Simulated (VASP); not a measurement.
# Rh (Fm-3m) in VASP: notebook

The runs below take Rh through single point, with PBE.

All numbers are computed with VASP 6.6.1; they aren't measurements. Logs are shortened: lines on timing, memory, paths and dates and some standing lists are left out, and cuts for length are marked.

## Step 1: The cell of the first run

The structure is cubic, space group Fm-3m (No. 225). Conventional cell: a = 3.779 Å, b = 3.779 Å, c = 3.779 Å, α = 90.00°, β = 90.00°, γ = 90.00°. Rh (site symmetry m-3m) has 12 Rh at 2.67 Å within 3.5 Å.

## Step 2: Single point, PBE

INCAR

```
  ALGO = Normal
  EDIFF = 1E-6
  ENCUT = 520
  GGA = PE
  ISIF = 2
  ISMEAR = -1
  LASPH = True
  LCHARG = False
  LREAL = False
  LWAVE = False
  NBANDS = 14
  NELM = 60
  PREC = Accurate
  SIGMA = 0.06122561905347299
```

KPOINTS

```
k-points
0
Gamma
  25 25 25
```

POSCAR

```
Rh
1.0
    0.0000000000      1.8895584406      1.8895584406
    1.8895584406      0.0000000000      1.8895584406
    1.8895584406      1.8895584406      0.0000000000
Rh
1
Direct
    0.0000000000      0.0000000000      0.0000000000
```

Potentials or basis: VASP PAW PBE potentials, release 64 (Rh_pv).

Started as:

```sh
$ cat potpaw_PBE.64/Rh_pv/POTCAR > POTCAR
$ mpirun -np 1 vasp_std > vasp.out
```

OUTCAR:

```text
EDIFF = 1E-6
   ENCUT = 520
   GGA = PE
   ISIF = 2
   ISMEAR = -1
   LASPH = True
   LREAL = False
   NELM = 60
   PREC = Accurate

 ion  position               nearest neighbor table
   1  0.000  0.000  0.000-

  LATTYP: Found a face centered cubic cell.
 ALAT       =     3.7791168812

  Lattice vectors:

 A1 = (   0.0000000000,   1.8895584406,   1.8895584406)
 A2 = (   1.8895584406,   0.0000000000,   1.8895584406)
 A3 = (   1.8895584406,   1.8895584406,   0.0000000000)

Analysis of symmetry for initial positions (statically):
=====================================================================
 Subroutine PRICEL returns:
 Original cell was already a primitive cell.

 Routine SETGRP: Setting up the symmetry group for a
 face centered cubic supercell.

 Subroutine GETGRP returns: Found 48 space group operations
 (whereof 48 operations were pure point group operations)
 out of a pool of 48 trial point group operations.

The static configuration has the point symmetry O_h .

Analysis of symmetry for dynamics (positions and initial velocities):
=====================================================================
 Subroutine PRICEL returns:
 Original cell was already a primitive cell.

 Routine SETGRP: Setting up the symmetry group for a
 face centered cubic supercell.

 Subroutine GETGRP returns: Found 48 space group operations
 (whereof 48 operations were pure point group operations)
 out of a pool of 48 trial point group operations.

The dynamic configuration has the point symmetry O_h .

 Subroutine INISYM returns: Found 48 space group operations
 (whereof 48 operations are pure point group operations),
 and found     1 'primitive' translations

----------------------------------------------------------------------------------------

                                     Primitive cell

  volume of cell :      13.4931

  direct lattice vectors                    reciprocal lattice vectors
     0.000000000  1.889558441  1.889558441    -0.264612086  0.264612086  0.264612086
     1.889558441  0.000000000  1.889558441     0.264612086 -0.264612086  0.264612086
     1.889558441  1.889558441  0.000000000     0.264612086  0.264612086 -0.264612086

  length of vectors
     2.672239174  2.672239174  2.672239174     0.458321577  0.458321577  0.458321577

  position of ions in fractional coordinates (direct lattice)
     0.000000000  0.000000000  0.000000000

  ion indices of the primitive-cell ions
   primitive index   ion index
                 1           1

----------------------------------------------------------------------------------------

 KPOINTS: k-points

Automatic generation of k-mesh.
 Grid dimensions read from file:
 generate k-points for:   25   25   25

 Generating k-lattice:

  Cartesian coordinates                     Fractional coordinates (reciprocal lattice)
    -0.010584483  0.010584483  0.010584483     0.040000000  0.000000000  0.000000000
     0.010584483 -0.010584483  0.010584483     0.000000000  0.040000000  0.000000000
     0.010584483  0.010584483 -0.010584483     0.000000000  0.000000000  0.040000000

  Length of vectors
     0.018332863  0.018332863  0.018332863

  Shift w.r.t. Gamma in fractional coordinates (k-lattice)
     0.000000000  0.000000000  0.000000000

 Subroutine IBZKPT returns following result:
 ===========================================

 Found    455 irreducible k-points:

 Following reciprocal coordinates:
            Coordinates               Weight
  0.000000  0.000000  0.000000      1.000000
  0.040000  0.000000  0.000000      8.000000
  0.080000  0.000000  0.000000      8.000000
  0.120000  0.000000  0.000000      8.000000
  0.160000  0.000000  0.000000      8.000000
  0.200000  0.000000  0.000000      8.000000
[... 16 lines left out ...]
  0.400000  0.040000  0.000000     24.000000
  0.440000  0.040000  0.000000     24.000000
 [... further k-points ...]
   k-points           NKPTS =    455   k-points in BZ     NKDIM =    455   number of bands    NBANDS=     14
   number of dos      NEDOS =    301   number of ions     NIONS =      1
   total plane-waves  NPLWV =   8000
   dimension x,y,z NGX =    20 NGY =   20 NGZ =   20
   dimension x,y,z NGXF=    40 NGYF=   40 NGZF=   40
   ions per type =               1
   NGX,Y,Z   is equivalent  to a cutoff of  12.44, 12.44, 12.44 a.u.
   NGXF,Y,Z  is equivalent  to a cutoff of  24.88, 24.88, 24.88 a.u.
 SYSTEM =  unknown system
   PREC   = accura    normal or accurate (medium, high low for compatibility)
   ISTART =      0    job   : 0-new  1-cont  2-samecut
   ICHARG =      2    charge: 1-file 2-atom 10-const
   ISPIN  =      1    spin polarized calculation?
   LNONCOLLINEAR =      F non collinear calculations
   LSORBIT =      F    spin-orbit coupling
   LASPH  =      T    aspherical Exc in radial PAW
   ENCUT  =  520.0 eV  38.22 Ry    6.18 a.u.   4.97  4.97  4.97*2*pi/ulx,y,z
   NELM   =     60;   NELMIN=  2; NELMDL= -5     # of ELM steps
   EDIFF  = 0.1E-05   stopping-criterion for ELM
   LREAL  =      F    real-space projection
   EDIFFG = 0.1E-04   stopping-criterion for IOM
   NSW    =      0    number of steps for IOM
   IBRION =     -1    ionic relax: 0-MD 1-quasi-New 2-CG
   NFREE  =      0    steps in history (QN), initial steepest desc. (CG)
   ISIF   =      2    stress and relaxation
   ISYM   =      2    0-nonsym 1-usesym 2-fastsym
   POTIM  = 0.5000    time-step for ionic-motion
   TEBEG  =    0.0;   TEEND  =   0.0 temperature during run
   PSTRESS=    0.0 pullay stress
   NELECT =      15.0000    total number of electrons
   NUPDOWN=      -1.0000    fix difference up-down
   EMIN   =  10.00;   EMAX   =-10.00  energy-range for DOS
   EFERMI =   0.00;   METHOD = LEGACY
   ISMEAR =    -1;   SIGMA  =   0.06  broadening in eV -4-tet -1-fermi 0-gaus
   EFERMI_NEDOS =   21; number of points for ismear=-14 and -15
   IALGO  =     38    algorithm
   IMIX   =      4    mixing-type and parameters
     AMIX     =   0.40;   BMIX     =  1.00
     AMIX_MAG =   1.60;   BMIX_MAG =  1.00
  volume/ion in A,a.u.               =      13.49        91.06
  Fermi-wavevector in a.u.,A,eV,Ry     =   1.695905  3.204796 39.131644  2.876095
  Thomas-Fermi vector in A             =   2.776865
   LORBIT       =      0    0 simple, 1 ext, 2 COOP (PROOUT), +10 PAW based schemes
   GGA     = PE    functional components
   LHFCALC =     F    Hartree Fock is set to
   AEXX    =    0.0000 exact exchange contribution
   IVDW    =     0    specifies the selected vdW correction
   LEPSILON=     F    determine dielectric tensor
   LRPA    =     F    only Hartree local field effects (RPA)
 non-spin polarized calculation
  energy-cutoff  :      520.00
  volume of cell :       13.49
 maximum number of plane-waves:       376
   NGX =  9   NGY =  9   NGZ =  9

 number of electron      15.0000006 magnetization

 Free energy of the ion-electron system (eV)
  ---------------------------------------------------
  ext. energy  EPLUGINS =         0.00000000
  ---------------------------------------------------
  free energy    TOTEN  =        -7.24714841 eV

  energy without entropy =       -7.23110944  energy(sigma->0) =       -7.23912892

 E-fermi :  12.2497     XC(G=0): -14.1533

 val. band max:       12.2484423406   @ k =   0.4400   0.3600   0.0800
 cond. band min:      12.2497520764   @ k =   0.3200   0.2000   0.0000
 fundamental gap:      0.0013097358
 Fermi energy:        12.2496757215

 k-point     1 :       0.0000    0.0000    0.0000
  band No.  band energies     occupation
      1     -34.1606      2.00000
      2     -34.1606      2.00000
      3     -34.1606      2.00000
      4       4.1540      2.00000
      5       9.0833      2.00000
      6       9.0833      2.00000
      7       9.0833      2.00000
      8      11.2319      2.00000
      9      11.2319      2.00000
     10      28.2331      0.00000
     11      32.7275      0.00000
     12      33.8013      0.00000
     13      33.8013      0.00000
     14      33.8013      0.00000

 k-point     2 :       0.0400    0.0000    0.0000
  band No.  band energies     occupation
      1     -34.1734      2.00000
      2     -34.1623      2.00000
      3     -34.1623      2.00000
      4       4.2201      2.00000
      5       9.0530      2.00000
      6       9.1098      2.00000
      7       9.1098      2.00000
      8      11.2165      2.00000
      9      11.2165      2.00000
     10      28.3317      0.00000
     11      32.7270      0.00000
     12      33.4128      0.00000
     13      33.8992      0.00000
     14      33.8992      0.00000

 k-point     3 :       0.0800    0.0000    0.0000
  band No.  band energies     occupation
      1     -34.2107      2.00000
      2     -34.1674      2.00000
      3     -34.1674      2.00000
      4       4.4143      2.00000
      5       8.9696      2.00000
      6       9.1840      2.00000
      7       9.1840      2.00000
      8      11.1767      2.00000
      9      11.1767      2.00000
     10      28.6123      0.00000
     11      32.4911      0.00000
     12      32.7325      0.00000
     13      34.1880      0.00000
     14      34.1880      0.00000

 k-point     4 :       0.1200    0.0000    0.0000
  band No.  band energies     occupation
      1     -34.2700      2.00000
      2     -34.1753      2.00000
      3     -34.1753      2.00000
      4       4.7220      2.00000
      5       8.8568      2.00000
      6       9.2897      2.00000
      7       9.2897      2.00000
      8      11.1325      2.00000
      9      11.1325      2.00000
     10      29.0250      0.00000
     11      31.3790      0.00000
     12      32.7286      0.00000
     13      34.6534      0.00000
     14      34.6534      0.00000

 k-point     5 :       0.1600    0.0000    0.0000
  band No.  band energies     occupation
      1     -34.3472      2.00000
      2     -34.1858      2.00000
      3     -34.1858      2.00000
      4       5.1131      2.00000
      5       8.7562      2.00000
      6       9.3966      2.00000
      7       9.3966      2.00000
      8      11.1186      2.00000
      9      11.1186      2.00000
     10      29.4647      0.00000
     11      30.2232      0.00000
[... 276 lines left out ...]
 k-point    22 :       0.3600    0.0400    0.0000
  band No.  band energies     occupation
      1     -34.7769      2.00000
      2     -34.2550      2.00000
      3     -34.2460      2.00000
      4       6.1943      2.00000
      5       9.1850      2.00000
      6       9.2922      2.00000
      7      10.2847      2.00000
      8      12.1646      1.60104
      9      12.2887      0.69142
     10      24.4477      0.00000
     11      28.8944      0.00000
     12      32.7281      0.00000
     13      34.9727      0.00000
     14      35.9896      0.00000

 k-point    23 :       0.4000    0.0400    0.0000
  band No.  band energies     occupation
      1     -34.8470      2.00000
      2     -34.2635      2.00000
      3     -34.2578      2.00000
      4       6.1372      2.00000
      5       9.0828      2.00000
      6       9.1937      2.00000
      7      11.0219      2.00000
      8      12.5514      0.01437
      9      12.6378      0.00353
     10      23.1813      0.00000
     11      28.4305      0.00000
     12      32.7282      0.00000
     13      34.3256      0.00000
     14      35.0368      0.00000

 k-point    24 :       0.4400    0.0400    0.0000
  band No.  band energies     occupation
      1     -34.8988      2.00000
      2     -34.2690      2.00000
      3     -34.2673      2.00000
      4       6.0765      2.00000
      5       9.0062      2.00000
      6       9.1136      2.00000
      7      11.6346      1.99991
      8      12.7450      0.00061
      9      13.1419      0.00000
     10      22.0709      0.00000
     11      28.0864      0.00000
     12      32.7282      0.00000
     13      33.8532      0.00000
     14      34.2679      0.00000

 [... further k-points ...]

------------------------ aborting loop because EDIFF is reached ----------------------------------------

  FORCE on cell =-STRESS in cart. coord.  units (eV):
  Direction    XX          YY          ZZ          XY          YZ          ZX
  --------------------------------------------------------------------------------------
  -------------------------------------------------------------------------------------
  Total        0.9756964      0.9756964      0.9756964      0.0000000      0.0000000      0.0000000
  in kB      115.8548698    115.8548698    115.8548698      0.0000000      0.0000000      0.0000000
  external PRESSURE =     115.8548698 kB  Pullay stress =       0.0000000 kB

 VOLUME and BASIS-vectors are now :
 -----------------------------------------------------------------------------
  energy-cutoff  :      520.00
  volume of cell :       13.49
      direct lattice vectors                 reciprocal lattice vectors
     0.000000000  1.889558441  1.889558441    -0.264612086  0.264612086  0.264612086
     1.889558441  0.000000000  1.889558441     0.264612086 -0.264612086  0.264612086
     1.889558441  1.889558441  0.000000000     0.264612086  0.264612086 -0.264612086

 POSITION                                       TOTAL-FORCE (eV/Angst)
 -----------------------------------------------------------------------------------
      0.00000      0.00000      0.00000        -0.000000     -0.000000     -0.000000
 -----------------------------------------------------------------------------------
    total drift:                               -0.000000     -0.000000     -0.000000

  FREE ENERGIE OF THE ION-ELECTRON SYSTEM (eV)
  ---------------------------------------------------
  free  energy   TOTEN  =        -7.2471484104 eV

  energy  without entropy=       -7.2311094381  energy(sigma->0) =       -7.23912892
```

Wall time 2 min (1 thread of AMD EPYC 7R13, shared host); peak memory 0.16 GiB.

Results:

```yaml
Free_energy: -7.2471 eV
Pressure: 11.6 GPa
```

## Step 3: Single point, PBE

This run uses another cell than the first one, of 13.77 Å³/atom, 1.021 times its volume.

INCAR

```
ALGO = Normal
EDIFF = 1E-6
ENCUT = 520
GGA = PE
ISIF = 2
ISMEAR = -1
LASPH = T
LCHARG = T
LELF = T
LREAL = F
LVHAR = T
LWAVE = F
NBANDS = 14
NELM = 100
PREC = Accurate
SIGMA = 0.06122561905347299
```

KPOINTS is that of step 2.

POSCAR

```
Rh
1.0
    0.0000000000      1.9025902899      1.9025902899
    1.9025902899      0.0000000000      1.9025902899
    1.9025902899      1.9025902899      0.0000000000
Rh
1
Direct
    0.0000000000      0.0000000000      0.0000000000
```

Potentials or basis: VASP PAW PBE potentials, release 64 (Rh_pv).

Started as:

```sh
$ cat potpaw_PBE.64/Rh_pv/POTCAR > POTCAR
$ mpirun -np 1 vasp_std > vasp.out
```

Wall time 2 min (1 thread of AMD EPYC 7R13, shared host); peak memory 0.16 GiB.

It converged, with:

- Free energy: -7.2621 eV
- Pressure: 5.4 GPa

Levels at points of the mesh, in eV from the Fermi level:
```tsv
k point	band 3	band 4	band 5	band 6	band 7	band 8	band 9	band 10	band 11	band 12
(0.00, 0.00, 0.00)	-46.37	-7.94	-3.07	-3.07	-3.07	-0.99	-0.99	16.00	20.54	21.45
```

(Part 1 of 2 ends here.)
